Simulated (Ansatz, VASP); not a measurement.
## Bi2Se3: VASP beside Ansatz

```
Bi Se
1.0
     2.09474    1.20940   10.44908
    -2.09474    1.20940   10.44908
     0.00000   -2.41880   10.44908
Bi Se
2 3
Cartesian
  0.0000 0.0000 12.3998
  0.0000 0.0000 18.9475
  0.0000 0.0000 0.0000
  0.0000 0.0000 6.9355
  0.0000 0.0000 24.4117
```

Alike in both runs: functional PBE; k mesh 8 × 8 × 8; occupations gaussian, width 0.05 eV; no spin polarisation.

Ansatz relaxed the structure, and its values are those at the end. VASP's run is a single point on that final structure, the one shown.

```csv
,VASP,Ansatz
version,VASP 6.6.1,Ansatz 0.2.0
potentials or method,"VASP PAW PBE potentials, release 64 (Bi_d, Se), cutoff 520 eV","scalar-relativistic, plane waves, PAW"
valence electrons in the cell,48,78
```

Ansatz gave:

| Quantity | Value |
| --- | --- |
| gap on the k mesh at the Fermi level (eV) | 0.72 |
| least direct gap on the mesh (eV) | 0.72 |
| pressure (GPa) | 0.0 |
| rms of the force components (eV/Å) | 0.000 |

Task: Estimate VASP's values.

Result: gap on the k mesh at the Fermi level (eV): 0.72; least direct gap on the mesh (eV): 0.72; pressure (GPa): 0.0; rms of the force components (eV/Å): 0.005.

VASP's potentials hold 48 valence electrons a cell and Ansatz's 78, so a difference there can come from the potentials and not from the codes.

Spin-orbit coupling is off throughout.
